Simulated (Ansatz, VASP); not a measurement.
# Two plane-wave programs on SiC

INCAR

```
ALGO = Normal
EDIFF = 1E-6
ENCUT = 520
GGA = PE
ISIF = 2
ISMEAR = 0
LASPH = True
LCHARG = False
LREAL = False
LWAVE = False
NBANDS = 11
NELM = 80
PREC = Accurate
SIGMA = 0.05
```

Contents of KPOINTS:

```
k-points
0
Gamma
  12 12 12
```

POSCAR

```
SiC
1.0
    0.0000000000      2.5280134309      1.6432087301
    2.5280134309      0.0000000000      1.6432087301
    2.5280134309      2.5280134309      0.0000000000
Si C
1 1
Direct
    0.0000000000      0.0000000000      0.0000000000
    0.7500000000      0.7500000000      0.7500000000
```

Input for Ansatz:

```yaml
crystal:
  lattice:
    - [0.0, 2.5280134309, 1.6432087301]
    - [2.5280134309, 0.0, 1.6432087301]
    - [2.5280134309, 2.5280134309, 0.0]
  atoms:
    - { symbol: Si, position: [0.0, 0.0, 0.0] }
    - { symbol: C, position: [0.75, 0.75, 0.75] }
basis:
  ecutwfc: 420
kpoints:
  mp_grid: { grid: [12, 12, 12] }
hamiltonian:
  xc: pbe
scf:
  occupations: { method: gaussian, width: 0.05 }
output:
  forces: true
  stress: true
  eigenvalues: true
```

Alike in both runs: task single point; functional PBE; k mesh 12 × 12 × 12; occupations gaussian, width 0.05 eV; no spin polarisation.

|  | VASP | Ansatz |
| --- | --- | --- |
| version | VASP 6.6.1 | Ansatz 0.2.0 |
| potentials or method | VASP PAW PBE potentials, release 64 (Si, C), cutoff 520 eV | scalar-relativistic, plane waves, PAW |
| valence electrons in the cell | 8 | 8 |

|  | VASP | Ansatz | Ansatz less VASP |
| --- | --- | --- | --- |
| gap on the k mesh at the Fermi level (eV) | none | none | - |
| pressure (GPa) | -12.1 | -12.1 | -0.04 |
| traceless stress, the component that is largest in VASP (GPa) | 33.69 | 33.70 | +0.008 |

A gap of «none» marks a metal or a gap that the smearing closes. The functional is the same, so the differences come from potentials, cutoffs and numerics.
